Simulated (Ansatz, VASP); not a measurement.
Given: the input of a run of VASP 6.6.1 on V.

INCAR

```
SYSTEM = V
PREC     = Accurate       ! precision mode
ENCUT    = 520            ! plane-wave cutoff, eV
EDIFF    = 1E-6           ! SCF threshold, eV
ISMEAR   = -1             ! smearing method
SIGMA    = 0.05           ! smearing width, eV
LREAL    = .FALSE.        ! projectors in reciprocal space
LASPH    = .TRUE.         ! aspherical terms in the spheres
NELM     = 150            ! most SCF steps
ALGO     = Normal         ! electronic algorithm
ISIF     = 2              ! what is computed and relaxed
LWAVE    = .FALSE.        ! write WAVECAR
LCHARG   = .FALSE.        ! write CHGCAR
ISPIN    = 2              ! spin polarisation
MAGMOM   = 2 2            ! initial moments
LORBIT   = 11             ! projections on sites
LMAXMIX  = 4              ! l up to which the mixer works
GGA      = PS             ! functional
NBANDS   = 24             ! bands
```

KPOINTS

```
regular mesh
0
G
  12 12 6
  0 0 0
```

The input POSCAR:

```
V
1.0
    2.5690966245      0.0000000000      0.0000000000
   -1.2845483122      2.2249029415      0.0000000000
    0.0000000000      0.0000000000      4.6594993097
V
2
Direct
    0.3333333333      0.6666666667      0.2500000000
    0.6666666667      0.3333333333      0.7500000000
```

Potentials or basis: VASP PAW PBE potentials, release 64 (V_sv).

Run with:

```console
$ cat potpaw_PBE.64/V_sv/POTCAR > POTCAR
$ mpirun -np 1 vasp_std > vasp.out
```

Problem. Translate it to Ansatz 0.2.0. Potentials there: all-electron LAPW, scalar-relativistic.

Solution. As run (the cutoff follows the program's own potentials):

Contents of input.yaml:

```yaml
crystal:
  lattice:
    - [2.5690966245, 0.0, 0.0]
    - [-1.2845483122, 2.2249029415, 0.0]
    - [0.0, 0.0, 4.6594993097]
  atoms:
    - { symbol: V, position: [0.3333333333, 0.6666666667, 0.25], spin: 2.0 }
    - { symbol: V, position: [0.6666666667, 0.3333333333, 0.75], spin: 2.0 }
kpoints:
  mp_grid: { grid: [12, 12, 6] }
scf:
  occupations: { method: fermi_dirac, width: 0.05 }
hamiltonian:
  xc: pbesol
  pseudopotentials: { kind: all_electron, lapw: { basis_error: 0.001 } }
magnetization:
  spin_polarized: true
output:
  forces: true
  stress: true
  eigenvalues: true
```

Potentials or basis: all-electron LAPW, scalar-relativistic.

Command:

```bash
$ ansatz run input.yaml --threads 2 --pin off --max-ram 6144MiB --backend cpu --events-out ev --progress --plain --runs-dir out
```

Both were run:

|  | VASP | Ansatz | Ansatz less VASP |
| --- | --- | --- | --- |
| gap on the k mesh at the Fermi level (eV) | none | none | - |
| pressure (GPa) | 0.1 | -0.2 | -0.24 |
| traceless stress, the component that is largest in VASP (GPa) | -0.16 | -0.13 | +0.025 |
| net moment per atom (μB) | 0.00 | 0.00 | 0.000 |

VASP's potentials were made for PBE, not for PBEsol. A gap of «none» marks a metal or a gap that the smearing closes. Ansatz ran all-electron here, and VASP with PAW potentials.
